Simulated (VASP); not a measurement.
# PtSe (P-6m2) in VASP: single point with PBEsol+U

Aim: the single point of PtSe with PBEsol+U.

Program: VASP 6.6.1. These are calculated values, not measurements. Logs are shortened: lines on timing, memory, paths and dates and some standing lists are left out, and cuts for length are marked.

## 1. The cell of the first run

The structure is hexagonal, space group P-6m2 (No. 187). Conventional cell: a = 3.702 Å, b = 3.702 Å, c = 3.613 Å, α = 90.00°, β = 90.00°, γ = 120.00°. Pt (site symmetry -6m2) has 6 Se at 2.80 Å and 8 Pt at 3.61 to 3.70 Å within 3.8 Å. Se (site symmetry -6m2) has 6 Pt at 2.80 Å and 8 Se at 3.61 to 3.70 Å within 3.8 Å.

## 2. Single point, PBEsol+U, non-collinear spin, twin_end start, moments held on the sites

INCAR reads:

```
PREC = Accurate
ENCUT = 500
EDIFF = 1E-6
ISMEAR = 0
SIGMA = 0.05
LREAL = False
LASPH = True
NELM = 200
ALGO = Normal
ISIF = 2
LWAVE = False
LCHARG = False
LNONCOLLINEAR = True
MAGMOM = 0 0 2 0 0 -1.01 0 0 -0.24 0 0 -0.24
LORBIT = 11
I_CONSTRAINED_M = 2
LAMBDA = 10
M_CONSTR = 0.289 0.289 0.289 0.289 0.289 0.289 0 0 0 0 0 0
RWIGS = 1.36 1.20
ISYM = -1
AMIX = 0.2
BMIX = 1E-4
AMIX_MAG = 0.8
BMIX_MAG = 1E-4
LMAXMIX = 4
LDAU = True
LDAUTYPE = 2
LDAUL = 2 -1
LDAUU = 7 0
LDAUJ = 0 0
LDAUPRINT = 1
GGA = PS
NBANDS = 46
GGA_COMPAT = False
KPAR = 4
```

KPOINTS reads:

```
regular mesh
0
Gamma
  6 6 3
```

POSCAR reads:

```
PtSe
1.0
    3.7018703300      0.0000000000      0.0000000000
   -1.8509351600      3.2059137500      0.0000000000
    0.0000000000      0.0000000000      7.2256840600
Pt Se
2 2
Direct
    0.0000000000      0.0000000000      0.0000000000
    0.0000000000      0.0000000000      0.5000000000
    0.6666666667      0.3333333333      0.2500000000
    0.6666666667      0.3333333333      0.7500000000
```

Potentials or basis: VASP PAW PBE potentials, release 64 (Pt, Se).

Run with:

```console
cat potpaw_PBE.64/Pt/POTCAR potpaw_PBE.64/Se/POTCAR > POTCAR
mpirun -np 4 vasp_ncl > vasp.out
```

OUTCAR:

```text
PREC = Accurate
   ENCUT = 500
   EDIFF = 1E-6
   ISMEAR = 0
   LREAL = False
   LASPH = True
   NELM = 200
   ISIF = 2
   LNONCOLLINEAR = True
   LORBIT = 11
   ISYM = -1
   AMIX = 0.2
   AMIX_MAG = 0.8
   GGA = PS

 ion  position               nearest neighbor table
   1  0.000  0.000  0.000-   3 2.80   4 2.80   3 2.80   4 2.80   3 2.80   4 2.80
   2  0.000  0.000  0.500-   3 2.80   4 2.80   3 2.80   4 2.80   3 2.80   4 2.80
   3  0.667  0.333  0.250-   1 2.80   2 2.80   1 2.80   2 2.80   1 2.80   2 2.80
   4  0.667  0.333  0.750-   1 2.80   2 2.80   1 2.80   2 2.80   1 2.80   2 2.80

IMPORTANT INFORMATION: All symmetrisations will be switched off!
NOSYMM: (Re-)initialisation of all symmetry stuff for point group C_1.

----------------------------------------------------------------------------------------

                                     Primitive cell

  volume of cell :      85.7535

  direct lattice vectors                    reciprocal lattice vectors
     3.701870330  0.000000000  0.000000000     0.270133719  0.155961775  0.000000000
    -1.850935160  3.205913750  0.000000000     0.000000000  0.311923551  0.000000000
     0.000000000  0.000000000  7.225684060     0.000000000  0.000000000  0.138395201

  length of vectors
     3.701870330  3.701870330  7.225684060     0.311923551  0.311923551  0.138395201

  position of ions in fractional coordinates (direct lattice)
     0.000000000  0.000000000  0.000000000
     0.000000000  0.000000000  0.500000000
     0.666666667  0.333333333  0.250000000
     0.666666667  0.333333333  0.750000000

  ion indices of the primitive-cell ions
   primitive index   ion index
                 1           1
                 2           2
                 3           3
                 4           4

----------------------------------------------------------------------------------------

 KPOINTS: regular mesh

Automatic generation of k-mesh.
 Grid dimensions read from file:
 generate k-points for:    6    6    3

 Generating k-lattice:

  Cartesian coordinates                     Fractional coordinates (reciprocal lattice)
     0.045022287  0.025993629  0.000000000     0.166666667  0.000000000  0.000000000
     0.000000000  0.051987258  0.000000000     0.000000000  0.166666667  0.000000000
     0.000000000  0.000000000  0.046131734     0.000000000  0.000000000  0.333333333

  Length of vectors
     0.051987258  0.051987258  0.046131734

  Shift w.r.t. Gamma in fractional coordinates (k-lattice)
     0.000000000  0.000000000  0.000000000

 Subroutine IBZKPT returns following result:
 ===========================================

 Found    108 irreducible k-points:

 Following reciprocal coordinates:
            Coordinates               Weight
  0.000000  0.000000  0.000000      1.000000
  0.166667  0.000000  0.000000      1.000000
  0.333333  0.000000  0.000000      1.000000
  0.500000  0.000000  0.000000      1.000000
[... 126 lines left out ...]
  o =  0.9585  v = -0.4888  0.0006  0.0000  0.0004 -0.5117 -0.1788 -0.0001 -0.0017  0.0002  0.0093      0.0000  0.0007 -0.0009 -0.0001 -0.5365 -0.1790  0.0004 -0.0002  0.0001 -0.3839
  o =  0.9585  v = -0.7414 -0.0003  0.0001  0.0008  0.3374 -0.2715  0.0000  0.0001  0.0003 -0.0060      0.0000 -0.0004  0.0006  0.0002  0.3537 -0.2714 -0.0002 -0.0012  0.0003  0.2529
  o =  0.9611  v = -0.0011 -0.0000 -0.4556  0.0000  0.0010 -0.0005  0.0000  0.5323  0.0000  0.0008      0.0000 -0.0001 -0.0655 -0.0000 -0.0013 -0.0005 -0.0000  0.7105  0.0000 -0.0001
  o =  0.9674  v =  0.0005  0.0000 -0.8857  0.0001  0.0005  0.0003  0.0000 -0.3024  0.0000 -0.0001      0.0000  0.0000 -0.0611  0.0000 -0.0000  0.0000  0.0000 -0.3470  0.0000  0.0002

atom =   2  type =  1  l = 2

 onsite density matrix

spin component  1

  0.9522  0.0000 -0.0000  0.0001 -0.0000     -0.0000  0.0000  0.0000  0.0000  0.0000
  0.0000  0.8578  0.0000 -0.0003  0.0001     -0.0000 -0.0000  0.0000 -0.0002 -0.0000
 -0.0000  0.0000  0.9661 -0.0000 -0.0000     -0.0000 -0.0000 -0.0000 -0.0000  0.0000
  0.0001 -0.0003 -0.0000  0.8577 -0.0000     -0.0000  0.0002  0.0000  0.0000  0.0000
 -0.0000  0.0001 -0.0000 -0.0000  0.9522     -0.0000  0.0000 -0.0000 -0.0000  0.0000
[... 19 lines left out ...]
  0.9349 -0.0000 -0.0000  0.0004  0.0000      0.0000  0.0000 -0.0000  0.0000  0.0000
 -0.0000  0.6486  0.0000  0.0002  0.0004     -0.0000 -0.0000  0.0000  0.0006 -0.0000
 -0.0000  0.0000  0.9624 -0.0000  0.0000      0.0000 -0.0000 -0.0000  0.0000 -0.0000
  0.0004  0.0002 -0.0000  0.6485 -0.0000     -0.0000 -0.0006 -0.0000  0.0000  0.0000
  0.0000  0.0004  0.0000 -0.0000  0.9349     -0.0000  0.0000  0.0000 -0.0000 -0.0000

 occupancies and eigenvectors

  o =  0.5711  v =  0.0006 -0.0618 -0.0000 -0.3479  0.0001 -0.0007 -0.3264  0.0000  0.4667  0.0005      0.0000 -0.2944  0.0000 -0.0082  0.0005 -0.0007  0.4847 -0.0000  0.4787 -0.0008
  o =  0.5728  v = -0.0004 -0.0951  0.0000  0.3003  0.0002  0.0006 -0.3292  0.0000 -0.4385  0.0005      0.0000 -0.3341  0.0000 -0.0167  0.0005  0.0005  0.5822 -0.0000 -0.3863 -0.0009
  o =  0.9286  v = -0.3419  0.0003 -0.0001  0.0002  0.0991  0.4676  0.0006 -0.0001  0.0006  0.2622      0.0000 -0.0001  0.0002  0.0007  0.2910  0.4665 -0.0009 -0.0000  0.0012 -0.5325
  o =  0.9286  v = -0.3075 -0.0000  0.0001  0.0001 -0.1103  0.4201 -0.0003  0.0000  0.0007 -0.2919      0.0000 -0.0010  0.0000  0.0005 -0.3235  0.4193  0.0008  0.0001  0.0010  0.5926
  o =  0.9339  v = -0.0012 -0.0365 -0.0000 -0.5834  0.0000  0.0011 -0.2555  0.0000 -0.1747 -0.0003      0.0000  0.6581 -0.0000 -0.1183  0.0006  0.0001  0.2234  0.0001 -0.2560  0.0002
  o =  0.9348  v =  0.0008 -0.1759  0.0000  0.5955 -0.0002 -0.0004 -0.2751  0.0000  0.1164 -0.0001      0.0000  0.5687 -0.0000  0.2820  0.0003  0.0002  0.1425  0.0000  0.3193  0.0002
  o =  0.9585  v =  0.7414  0.0001  0.0000 -0.0008  0.1206  0.2718 -0.0001 -0.0002 -0.0003  0.2175      0.0000  0.0004 -0.0001 -0.0000 -0.4738  0.2712  0.0002  0.0002 -0.0003 -0.1290
  o =  0.9585  v =  0.4888  0.0002 -0.0008 -0.0004 -0.1829  0.1791  0.0003  0.0009 -0.0002 -0.3301      0.0000 -0.0006 -0.0003  0.0001  0.7185  0.1787 -0.0001  0.0014 -0.0001  0.1960
  o =  0.9611  v = -0.0010 -0.0000 -0.4001  0.0000  0.0008 -0.0004  0.0000  0.2380  0.0000  0.0007      0.0000 -0.0001 -0.2270  0.0000 -0.0011 -0.0004 -0.0000  0.8554 -0.0000 -0.0001
  o =  0.9674  v =  0.0001  0.0000 -0.5643  0.0000 -0.0001 -0.0000  0.0000 -0.4578 -0.0000 -0.0001      0.0000  0.0000  0.6855  0.0000 -0.0000 -0.0001  0.0000  0.0454  0.0000  0.0002

 number of electron      31.9999998 magnetization       1.0195974      1.0196547      1.0196036

 Free energy of the ion-electron system (eV)
  ---------------------------------------------------
  ext. energy  EPLUGINS =         0.00000000
  ---------------------------------------------------
  free energy    TOTEN  =       -10.76065890 eV

  energy without entropy =      -10.75233838  energy(sigma->0) =      -10.75649864

 E-fermi :   5.0290     XC(G=0): -10.8257

 val. band max:        5.0118281700   @ k =  -0.1667   0.5000   0.3333
 cond. band min:       5.0327072297   @ k =  -0.1667  -0.0000   0.3333
 fundamental gap:      0.0208790597
 Fermi energy:         5.0289552686

 k-point     1 :       0.0000    0.0000    0.0000
  band No.  band energies     occupation
      1      -9.0298      1.00000
      2      -8.9153      1.00000
      3      -8.1586      1.00000
      4      -8.0597      1.00000
      5      -1.7407      1.00000
      6      -1.4731      1.00000
[... 1117 lines left out ...]
     43      11.7281      0.00000
     44      11.9592      0.00000

 [... further k-points ...]

 [bands above 44 left out]

------------------------ aborting loop because EDIFF is reached ----------------------------------------

  FORCE on cell =-STRESS in cart. coord.  units (eV):
  Direction    XX          YY          ZZ          XY          YZ          ZX
  --------------------------------------------------------------------------------------
  -------------------------------------------------------------------------------------
  Total       -7.4681998     -7.4675287     -9.7072059      0.0000230      0.0000801      0.0000782
  in kB     -139.5322208   -139.5196815   -181.3647247      0.0004297      0.0014968      0.0014609
  external PRESSURE =    -153.4722090 kB  Pullay stress =       0.0000000 kB

 VOLUME and BASIS-vectors are now :
 -----------------------------------------------------------------------------
  energy-cutoff  :      500.00
  volume of cell :       85.75
      direct lattice vectors                 reciprocal lattice vectors
     3.701870330  0.000000000  0.000000000     0.270133719  0.155961775  0.000000000
    -1.850935160  3.205913750  0.000000000     0.000000000  0.311923551  0.000000000
     0.000000000  0.000000000  7.225684060     0.000000000  0.000000000  0.138395201

 POSITION                                       TOTAL-FORCE (eV/Angst)
 -----------------------------------------------------------------------------------
      0.00000      0.00000      0.00000        -0.000501     -0.000363     -0.003170
      0.00000      0.00000      3.61284         0.000468      0.000257     -0.003363
      1.85094      1.06864      1.80642        -0.000071      0.000087      0.003455
      1.85094      1.06864      5.41926         0.000104      0.000019      0.003078
 -----------------------------------------------------------------------------------
    total drift:                                0.000050      0.000082     -0.000065

  FREE ENERGIE OF THE ION-ELECTRON SYSTEM (eV)
  ---------------------------------------------------
  free  energy   TOTEN  =       -10.7606588964 eV

  energy  without entropy=      -10.7523383850  energy(sigma->0) =      -10.75649864

 total charge

# of ion       s       p       d       tot
------------------------------------------
    1        0.440   0.272   8.651   9.362
    2        0.439   0.272   8.651   9.362
    3        1.500   2.076   0.046   3.622
    4        1.500   2.076   0.046   3.622
--------------------------------------------------
tot          3.879   4.696  17.393  25.968

 magnetization (x)

# of ion       s       p       d       tot
------------------------------------------
    1        0.012   0.013   0.457   0.481
    2        0.012   0.013   0.457   0.482
    3        0.010   0.039  -0.002   0.047
    4        0.010   0.039  -0.002   0.047
--------------------------------------------------
tot          0.043   0.105   0.910   1.057

 magnetization (y)

# of ion       s       p       d       tot
------------------------------------------
    1        0.012   0.013   0.457   0.482
    2        0.012   0.013   0.457   0.482
    3        0.010   0.039  -0.002   0.047
    4        0.010   0.039  -0.002   0.047
--------------------------------------------------
tot          0.043   0.105   0.910   1.057

 magnetization (z)

# of ion       s       p       d       tot
------------------------------------------
    1        0.012   0.013   0.457   0.482
    2        0.012   0.013   0.457   0.482
    3        0.010   0.039  -0.002   0.047
    4        0.010   0.039  -0.002   0.047
--------------------------------------------------
tot          0.043   0.105   0.910   1.057
```

Wall time 27 min (4 MPI ranks of Intel Xeon Platinum 8259CL at 2.50GHz (Skylake/Cascade Lake), shared host); peak memory 0.81 GiB.

Results:

```
Free energy                                           : -10.7607 eV
Largest force                                         : 0.003 eV/Å
Band gap on the k mesh                                : zero (bands 32 and 33 overlap by 0.58 eV)
Net moment                                            : 1.77 μB per cell
Valence electrons inside the program's atomic spheres : Pt 9.36; Se 3.62
```

Forces in eV/Å, atoms in the order of the input:
```
Pt  -0.001  0.000 -0.003
Pt   0.000  0.000 -0.003
Se   0.000  0.000  0.003
Se   0.000  0.000  0.003
```

Moments on the atoms (μB; x, y, z):
```
Pt  0.48 0.48 0.48
Pt  0.48 0.48 0.48
Se  0.05 0.05 0.05
Se  0.05 0.05 0.05
```

Caveat: moments held by a penalty; the PAW data sets were made with another functional, which shifts forces and pressure a little; spin-orbit coupling is left out, which moves the levels of the heavy elements. The state reached can hang on the start; a lower one may exist.

The gap in the log of VASP goes by the Fermi energy; the results here count the filled bands.